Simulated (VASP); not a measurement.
Crystal: SrMgP.

```xyz
6
Lattice="4.4868 0.0000 0.0000 -2.2434 3.8857 0.0000 0.0000 0.0000 7.8410" Properties=species:S:1:pos:R:3 pbc="T T T"
Sr    0.0000    0.0000    3.9205
Sr    0.0000    0.0000    0.0000
Mg    0.0000    2.5905    1.9602
Mg    2.2434    1.2952    5.8807
P     0.0000    2.5905    5.8807
P     2.2434    1.2952    1.9602
```

The cell was generated, and may not be a known phase.

| Property | Result |
| --- | --- |
| Program | VASP 6.6.1 |
| Task | relaxation of cell and atoms |
| Functional | PBE |
| Potentials or basis | VASP PAW PBE potentials, release 64 (Sr_sv, Mg, P) |
| Cutoff | 600 eV |
| k mesh | 12 × 12 × 6 |
| Occupations | gaussian, width 0.1 eV |
| Spin | no spin polarisation |

At the start: pressure 2.5 GPa; volume 22.78 Å³/atom.

Problem. Where does the relaxation end?

Solution. Over 13 steps the energy falls by 85.8 meV/atom and the volume is 25.71 Å³/atom (+12.8 %); space group P6_3/mmc (No. 194, to 0.1 Å) before and after.

Step by step:
| step | energy change (eV) | largest force (eV/Å) | pressure (GPa) | volume (Å³) |
| --- | --- | --- | --- | --- |
| 1 | 0.0000 | 0.0000 | 2.55 | 136.70 |
| 2 | -0.1091 | 0.0000 | 0.38 | 143.98 |
| 3 | -0.1190 | 0.0000 | -2.28 | 157.02 |
| 4 | -0.1394 | 0.0000 | -1.28 | 151.43 |
| 5 | -0.2438 | 0.0000 | -1.54 | 153.23 |
| 6 | -0.4803 | 0.0000 | -1.39 | 157.77 |
| 7 | -0.4970 | 0.0000 | -0.94 | 159.47 |
| 8 | -0.4990 | 0.0000 | -1.11 | 158.91 |
| 9 | -0.5128 | 0.0000 | 0.43 | 152.93 |
| 10 | -0.5148 | 0.0000 | 0.01 | 154.43 |
| 11 | -0.5148 | 0.0000 | 0.00 | 154.52 |
| 12 | -0.5149 | 0.0000 | -0.02 | 154.43 |
| 13 | -0.5149 | 0.0000 | -0.02 | 154.24 |

Final structure:
```
Sr Mg P
1.0
     4.33563    0.00000    0.00000
    -2.16781    3.75476    0.00000
     0.00000    0.00000    9.47459
Sr Mg P
2 2 2
Direct
  0.00000 0.00000 0.50000
  0.00000 0.00000 0.00000
  0.33333 0.66667 0.25000
  0.66667 0.33333 0.75000
  0.33333 0.66667 0.75000
  0.66667 0.33333 0.25000
```

Caveat: a cell axis changed by over 15 % at a fixed basis, so the end point is rough.
